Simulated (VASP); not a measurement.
Runs of VASP 6.6.1 on Al. The structure is that of space group Fm-3m (No. 225), or close to it. The cells are those of the table. 

```tsv
task	cell	cutoff (eV)	gap on the mesh (eV)	pressure (GPa)
single point	a = 2.858 Å, angles 60.0°, 1 atom	520	none	0.0
relaxation of cell and atoms	relaxed from a = 2.864 Å, angles 60.0°, 1 atom	600	none	0.0
single point	a = 2.829 Å, angles 60.0°, 1 atom	520	none	(a)
single point	a = 2.914 Å, angles 60.0°, 1 atom	520	none	-4.0
```

Alike in all rows: level PBE; potentials or basis VASP PAW PBE potentials, release 64 (Al); no spin polarisation; k mesh 18 × 18 × 18; smearing gaussian 0.1 eV.

Q: Estimate the missing entries.

A: (a) 2.4.

A gap of «none» marks levels without a gap at the run's occupations.
